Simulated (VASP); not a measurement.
# Au (I4/mmm) in VASP: notebook, part 2 of 2

VASP 6.6.1. The steps go on from the part before.

### Step 4. Single point, PBEsol (uniaxial strain along a: +2.0 %, then relaxed in part)

INCAR reads:

```
PREC = Accurate ; ENCUT = 520
EDIFF = 1E-6 ; ISMEAR = 0
SIGMA = 0.1 ; LREAL = False
LASPH = True ; NELM = 60
ALGO = Fast ; ISIF = 2
LWAVE = False ; LCHARG = False
GGA = PS ; NBANDS = 18
```

KPOINTS reads:

```
Automatic mesh
0
Gamma
  16 16 16
```

POSCAR reads:

```
Au
1.0
    3.3069897236      0.0000000000      0.0000000000
    0.0000000000      3.2123471464      0.0000000000
    0.0000000000      0.0000000000      3.2123471464
Au
2
Direct
    0.0000000000      0.0000000000      0.0000000000
    0.5000000000      0.5000000000      0.5000000000
```

Potentials or basis: VASP PAW PBE potentials, release 64 (Au).

Command:

```bash
$ cat potpaw_PBE.64/Au/POTCAR > POTCAR
$ mpirun -np 1 vasp_std > vasp.out
```

OUTCAR:

```text
PREC = Accurate
   ENCUT = 520
   EDIFF = 1E-6
   ISMEAR = 0
   LREAL = False
   LASPH = True
   NELM = 60
   ISIF = 2
   GGA = PS

 ion  position               nearest neighbor table
   1  0.000  0.000  0.000-   2 2.81   2 2.81   2 2.81   2 2.81   2 2.81   2 2.81   2 2.81   2 2.81

   2  0.500  0.500  0.500-   1 2.81   1 2.81   1 2.81   1 2.81   1 2.81   1 2.81   1 2.81   1 2.81

  LATTYP: Found a simple tetragonal cell.
 ALAT       =     3.2123471464
 C/A-ratio  =     1.0294621263

  Lattice vectors:

 A1 = (   0.0000000000,   3.2123471464,   0.0000000000)
 A2 = (   0.0000000000,   0.0000000000,   3.2123471464)
 A3 = (   3.3069897236,   0.0000000000,   0.0000000000)

Analysis of symmetry for initial positions (statically):
=====================================================================
 Subroutine PRICEL returns following result:

  LATTYP: Found a body centered tetragonal cell.
 ALAT       =     3.2123471464
 C/A-ratio  =     1.0294621263

  Lattice vectors:

 A1 = (  -1.6534948618,   1.6061735732,   1.6061735732)
 A2 = (  -1.6534948618,  -1.6061735732,  -1.6061735732)
 A3 = (   1.6534948618,  -1.6061735732,   1.6061735732)

   2 primitive cells build up your supercell.

 Routine SETGRP: Setting up the symmetry group for a
 simple tetragonal supercell.

 Subroutine GETGRP returns: Found 16 space group operations
 (whereof 16 operations were pure point group operations)
 out of a pool of 16 trial point group operations.

The static configuration has the point symmetry D_4h.

Analysis of symmetry for dynamics (positions and initial velocities):
=====================================================================
 Subroutine PRICEL returns following result:

  LATTYP: Found a body centered tetragonal cell.
 ALAT       =     3.2123471464
 C/A-ratio  =     1.0294621263

[... 128 lines left out ...]
   ISMEAR =     0;   SIGMA  =   0.10  broadening in eV -4-tet -1-fermi 0-gaus
   EFERMI_NEDOS =   21; number of points for ismear=-14 and -15
   IALGO  =     68    algorithm
   IMIX   =      4    mixing-type and parameters
     AMIX     =   0.40;   BMIX     =  1.00
     AMIX_MAG =   1.60;   BMIX_MAG =  1.00
  volume/ion in A,a.u.               =      17.06       115.14
  Fermi-wavevector in a.u.,A,eV,Ry     =   1.414240  2.672526 27.212671  2.000075
  Thomas-Fermi vector in A             =   2.535803
   LORBIT       =      0    0 simple, 1 ext, 2 COOP (PROOUT), +10 PAW based schemes
   GGA     = PS    functional components
   LHFCALC =     F    Hartree Fock is set to
   AEXX    =    0.0000 exact exchange contribution
   IVDW    =     0    specifies the selected vdW correction
   LEPSILON=     F    determine dielectric tensor
   LRPA    =     F    only Hartree local field effects (RPA)
 non-spin polarized calculation
 RMM-DIIS sequential band-by-band and
 Gauss-broadening in eV      SIGMA  =   0.10
  energy-cutoff  :      520.00
  volume of cell :       34.13
 maximum number of plane-waves:       940
 NGX is ok and might be reduce to    28
   NGX = 13   NGY = 11   NGZ = 11

 number of electron      22.0000005 magnetization

 Free energy of the ion-electron system (eV)
  ---------------------------------------------------
  ext. energy  EPLUGINS =         0.00000000
  ---------------------------------------------------
  free energy    TOTEN  =        -7.80675463 eV

  energy without entropy =       -7.80462391  energy(sigma->0) =       -7.80568927

 E-fermi :   9.2197     XC(G=0): -12.8792

 val. band max:        9.2117273367   @ k =   0.3125   0.4375   0.0000
 cond. band min:       9.2228181778   @ k =   0.1875   0.5000   0.2500
 fundamental gap:      0.0110908411
 Fermi energy:         9.2196988914

 k-point     1 :       0.0000    0.0000    0.0000
  band No.  band energies     occupation
      1      -0.6387      2.00000
      2       2.4266      2.00000
      3       2.4440      2.00000
      4       4.3495      2.00000
      5       4.3495      2.00000
      6       4.5380      2.00000
[... 481 lines left out ...]
      5       4.4822      2.00000
      6       5.4653      2.00000
[... 10 lines left out ...]
     17      24.6656      0.00000
     18      26.0518      0.00000

 [... further k-points ...]

------------------------ aborting loop because EDIFF is reached ----------------------------------------

  FORCE on cell =-STRESS in cart. coord.  units (eV):
  Direction    XX          YY          ZZ          XY          YZ          ZX
  --------------------------------------------------------------------------------------
  -------------------------------------------------------------------------------------
  Total       -0.0445040     -0.0457902     -0.0457902      0.0000000      0.0000000      0.0000000
  in kB       -2.0894514     -2.1498356     -2.1498356      0.0000000      0.0000000      0.0000000
  external PRESSURE =      -2.1297075 kB  Pullay stress =       0.0000000 kB

 VOLUME and BASIS-vectors are now :
 -----------------------------------------------------------------------------
  energy-cutoff  :      520.00
  volume of cell :       34.13
      direct lattice vectors                 reciprocal lattice vectors
     3.306989724  0.000000000  0.000000000     0.302389812  0.000000000  0.000000000
     0.000000000  3.212347146  0.000000000     0.000000000  0.311298859  0.000000000
     0.000000000  0.000000000  3.212347146     0.000000000  0.000000000  0.311298859

 POSITION                                       TOTAL-FORCE (eV/Angst)
 -----------------------------------------------------------------------------------
      0.00000      0.00000      0.00000         0.000000      0.000000      0.000000
      1.65349      1.60617      1.60617         0.000000     -0.000000     -0.000000
 -----------------------------------------------------------------------------------
    total drift:                                0.000000      0.000000      0.000000

  FREE ENERGIE OF THE ION-ELECTRON SYSTEM (eV)
  ---------------------------------------------------
  free  energy   TOTEN  =        -7.8067546261 eV

  energy  without entropy=       -7.8046239065  energy(sigma->0) =       -7.80568927
```

Wall time 98 s (1 thread of Intel Xeon 6975P-C, shared host); peak memory 0.31 GiB.

What came out:

| Property | Result |
| --- | --- |
| Free energy | -7.8068 eV |
| Pressure | -0.2 GPa |
| Band gap on the k mesh | zero (band 11 reaches 12.40 eV, above the bottom of band 12 at 7.08 eV) |

Caveat: the cell differs from its parent crystal (uniaxial strain along a: +2.0 %, then relaxed in part); the PAW data sets were made with another functional, which shifts forces and pressure a little; spin-orbit coupling is left out, which moves the levels of the heavy elements.

### Step 5. Single point, PBEsol (uniaxial strain along a: +4.0 %, then relaxed in part)

INCAR reads:

```
SYSTEM = Au
  PREC = Accurate
  ENCUT = 520
  EDIFF = 1E-7
  ISMEAR = 0
  SIGMA = 0.1
  LREAL = .False.
  LASPH = .True.
  NELM = 80
  ALGO = Fast
  ISIF = 2
  LWAVE = .False.
  LCHARG = .True.
  GGA = PS
  LELF = .True.
  LVHAR = .True.
  NBANDS = 18
```

KPOINTS reads:

```
regular mesh
0
Gamma
  16 16 16
  0 0 0
```

POSCAR reads:

```
Au
1.0
    3.3718326594      0.0000000000      0.0000000000
    0.0000000000      3.1796344345      0.0000000000
    0.0000000000      0.0000000000      3.1796344345
Au
2
Direct
    0.0000000000      0.0000000000      0.0000000000
    0.5000000000      0.5000000000      0.5000000000
```

Command:

```bash
$ cat potpaw_PBE.64/Au/POTCAR > POTCAR
$ mpirun -np 1 vasp_std > vasp.out
```

Run time: 2.2 min. Hardware: 1 thread of Intel Xeon 6975P-C, shared host; peak memory 0.31 GiB.

Results (log left out):

```yaml
Free_energy: -7.8074 eV
Pressure: -0.1 GPa
Band_gap_on_the_k_mesh: zero (band 11 reaches 12.53 eV, above the bottom of band 12 at 6.88 eV)
```

Stress tensor (GPa, compression positive):
```
 0.24  0.00  0.00
 0.00 -0.29  0.00
 0.00  0.00 -0.29
```

Levels at points of the mesh, in eV from the Fermi level:
```tsv
k point	band 8	band 9	band 10	band 11	band 12	band 13	band 14	band 15
(0.00, 0.00, 0.00)	-2.69	-1.80	-1.67	-1.67	5.19	6.86	6.86	9.57
(0.50, 0.00, 0.00)	-4.06	-3.29	-3.29	-2.37	-2.37	13.25	13.25	13.94
(0.00, 0.50, 0.00)	-4.12	-3.43	-3.43	-1.67	-1.67	12.27	12.27	13.10
(0.50, 0.50, 0.00)	-2.63	-1.37	-1.37	-0.77	-0.77	3.44	3.44	12.66
(0.00, 0.50, 0.50)	-2.52	-1.28	-1.28	-0.43	-0.43	3.92	3.92	11.86
(0.50, 0.50, 0.50)	-2.75	-2.49	-2.49	2.94	2.94	7.04	7.04	7.04
```

Caveat: the cell differs from its parent crystal (uniaxial strain along a: +4.0 %, then relaxed in part); the PAW data sets were made with another functional, which shifts forces and pressure a little; spin-orbit coupling is left out, which moves the levels of the heavy elements.

### Step 6. Single point, PBEsol (uniaxial strain along a: -2.0 %, then relaxed in part)

INCAR reads:

```
SYSTEM = Au
ALGO = Fast ; EDIFF = 1E-6
ENCUT = 520 ; GGA = PS
ISIF = 2 ; ISMEAR = 0
LASPH = .TRUE. ; LCHARG = .FALSE.
LREAL = .FALSE. ; LWAVE = .FALSE.
NBANDS = 18 ; NELM = 100
PREC = Accurate ; SIGMA = 0.1
```

KPOINTS reads:

```
k-points
0
G
  16 16 16
  0 0 0
```

POSCAR reads:

```
Au
1.0
    3.1773038521      0.0000000000      0.0000000000
    0.0000000000      3.2787529332      0.0000000000
    0.0000000000      0.0000000000      3.2787529332
Au
2
Direct
    0.0000000000      0.0000000000      0.0000000000
    0.5000000000      0.5000000000      0.5000000000
```

Potentials or basis: VASP PAW PBE potentials, release 64 (Au).

Command:

```bash
$ cat potpaw_PBE.64/Au/POTCAR > POTCAR
$ mpirun -np 1 vasp_std > vasp.out
```

OUTCAR:

```text
SYSTEM = Au
   EDIFF = 1E-6
   ENCUT = 520
   GGA = PS
   ISIF = 2
   ISMEAR = 0
   LASPH = .TRUE.
   LREAL = .FALSE.
   NELM = 100
   PREC = Accurate

 ion  position               nearest neighbor table
   1  0.000  0.000  0.000-   2 2.81   2 2.81   2 2.81   2 2.81   2 2.81   2 2.81   2 2.81   2 2.81

   2  0.500  0.500  0.500-   1 2.81   1 2.81   1 2.81   1 2.81   1 2.81   1 2.81   1 2.81   1 2.81

  LATTYP: Found a simple tetragonal cell.
 ALAT       =     3.2787529332
 C/A-ratio  =     0.9690586381

  Lattice vectors:

[... 714 lines left out ...]

  FORCE on cell =-STRESS in cart. coord.  units (eV):
  Direction    XX          YY          ZZ          XY          YZ          ZX
  --------------------------------------------------------------------------------------
  -------------------------------------------------------------------------------------
  Total       -0.1463901     -0.0470957     -0.0470957      0.0000000      0.0000000      0.0000000
  in kB       -6.8666686     -2.2091008     -2.2091008      0.0000000      0.0000000      0.0000000
  external PRESSURE =      -3.7616234 kB  Pullay stress =       0.0000000 kB

 VOLUME and BASIS-vectors are now :
 -----------------------------------------------------------------------------
  energy-cutoff  :      520.00
  volume of cell :       34.16
      direct lattice vectors                 reciprocal lattice vectors
     3.177303852  0.000000000  0.000000000     0.314732253  0.000000000  0.000000000
     0.000000000  3.278752933  0.000000000     0.000000000  0.304994009  0.000000000
     0.000000000  0.000000000  3.278752933     0.000000000  0.000000000  0.304994009

 POSITION                                       TOTAL-FORCE (eV/Angst)
 -----------------------------------------------------------------------------------
      0.00000      0.00000      0.00000         0.000000      0.000000      0.000000
      1.58865      1.63938      1.63938        -0.000000     -0.000000     -0.000000
 -----------------------------------------------------------------------------------
    total drift:                                0.000000      0.000000     -0.000000

  FREE ENERGIE OF THE ION-ELECTRON SYSTEM (eV)
  ---------------------------------------------------
  free  energy   TOTEN  =        -7.8073738360 eV

  energy  without entropy=       -7.8052740706  energy(sigma->0) =       -7.80632395
```

Run time: 71 s. Hardware: 1 thread of Intel Xeon 6975P-C, shared host; peak memory 0.31 GiB.

What came out:

```
Free energy            : -7.8074 eV
Pressure               : -0.4 GPa
Band gap on the k mesh : zero (band 11 reaches 12.35 eV, above the bottom of band 12 at 7.18 eV)
```

Stress tensor (GPa, compression positive):
```
-0.69  0.00  0.00
 0.00 -0.22  0.00
 0.00  0.00 -0.22
```

Caveat: the cell differs from its parent crystal (uniaxial strain along a: -2.0 %, then relaxed in part); the PAW data sets were made with another functional, which shifts forces and pressure a little; spin-orbit coupling is left out, which moves the levels of the heavy elements.

### Step 7. Overview

```csv
cell,further INCAR settings,gap on the mesh (eV),pressure (GPa)
"a = 3.112, b = 3.275, c = 3.275 Å, 2 atoms",ALGO = Fast; EDIFF = 1e-06; NBANDS = 18,none,3.9
"a = 3.177, b = 3.258, c = 3.258 Å, 2 atoms",ALGO = Fast; EDIFF = 1e-06; NBANDS = 18,none,1.8
"a = 3.307, b = 3.212, c = 3.212 Å, 2 atoms",ALGO = Fast; EDIFF = 1e-06; NBANDS = 18,none,-0.2
"a = 3.372, b = 3.180, c = 3.180 Å, 2 atoms",ALGO = Fast; EDIFF = 1e-07; NBANDS = 18,none,-0.1
"a = 3.177, b = 3.279, c = 3.279 Å, 2 atoms",ALGO = Fast; EDIFF = 1e-06; NBANDS = 18,none,-0.4
```

Alike in all rows: task single point; level PBEsol; potentials or basis VASP PAW PBE potentials, release 64 (Au); no spin polarisation; k mesh 16 × 16 × 16; cutoff (eV) 520; smearing gaussian 0.1 eV.

Caveats: the PAW data sets were made with another functional, which shifts forces and pressure a little; spin-orbit coupling is left out, which moves the levels of the heavy elements.

Absolute energies hang on the potentials; compare differences alone.
